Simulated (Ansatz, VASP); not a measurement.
## F in VASP and in Ansatz

```
CELL_PARAMETERS angstrom
3.23585 -1.74428 -0.24958
3.23585 1.74428 -0.24958
-2.46768 0.00000 6.99969
ATOMIC_POSITIONS crystal
F 0.08485 0.08485 0.09400
F 0.91515 0.91515 0.90600
F 0.50157 0.50157 0.59372
F 0.49843 0.49843 0.40628
```

Change from the starting cell: volume 19.217 Å^3 an atom, stretch along a over the lengths across it, relative to the relaxed cell 1.0662.

Alike in both runs: task single point; functional PBEsol; k mesh 4 × 4 × 2; occupations gaussian, width 0.05 eV; no spin polarisation.

|  | VASP | Ansatz |
| --- | --- | --- |
| version | VASP 6.6.1 | Ansatz 0.2.0 |
| potentials or method | VASP PAW PBE potentials, release 64 (F), cutoff 520 eV | scalar-relativistic, plane waves, PAW |
| valence electrons in the cell | 28 | 28 |

|  | VASP | Ansatz | Ansatz less VASP |
| --- | --- | --- | --- |
| gap on the k mesh at the Fermi level (eV) | 3.24 | 3.33 | +0.084 |
| least direct gap on the mesh (eV) | 3.34 | 3.42 | +0.084 |
| pressure (GPa) | 1.7 | 1.3 | -0.41 |
| traceless stress, the component that is largest in VASP (GPa) | 3.41 | 1.98 | -1.429 |
| rms of the force components (eV/Å) | 0.649 | 0.378 | -0.2710 |

VASP's potentials were made for PBE, not for PBEsol. Atom by atom the forces differ by 0.271 eV/Å (rms over components). The functional is the same, so the differences come from potentials, cutoffs and numerics.

The k mesh is coarse, so the values compare programs but aren't converged.
